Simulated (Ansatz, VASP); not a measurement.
F: VASP beside Ansatz

```
F
1.0
    10.00000    0.00000    0.00000
     0.00000   10.50000    0.00000
     0.00000    0.00000   11.00000
F
2
Direct
  0.50000 0.50000 0.43648
  0.50000 0.50000 0.56352
```

Alike in both runs: functional PBEsol; k mesh 1 × 1 × 1; occupations gaussian, width 0.01 eV; no spin polarisation.

Ansatz relaxed the structure, and its values are those at the end. VASP's run is a single point on that final structure, the one shown.

|  | VASP | Ansatz |
| --- | --- | --- |
| version | VASP 6.6.1 | Ansatz 0.2.0 |
| potentials or method | VASP PAW PBE potentials, release 64 (F), cutoff 520 eV | scalar-relativistic, plane waves, PAW |
| valence electrons in the cell | 14 | 14 |

```csv
,VASP,Ansatz,Ansatz less VASP
gap on the k mesh at the Fermi level (eV),3.66,3.73,+0.064
rms of the force components (eV/Å),0.266,0.001,-0.2653
```

VASP's potentials were made for PBE, not for PBEsol, and Ansatz warns of the same on its side. One of these differences is far larger than is usual between the two programs; its cause wasn't traced. The functional is the same, so the differences come from potentials, cutoffs and numerics. Ansatz's warnings: stress scf threshold loose, xc potential rough in thin density.
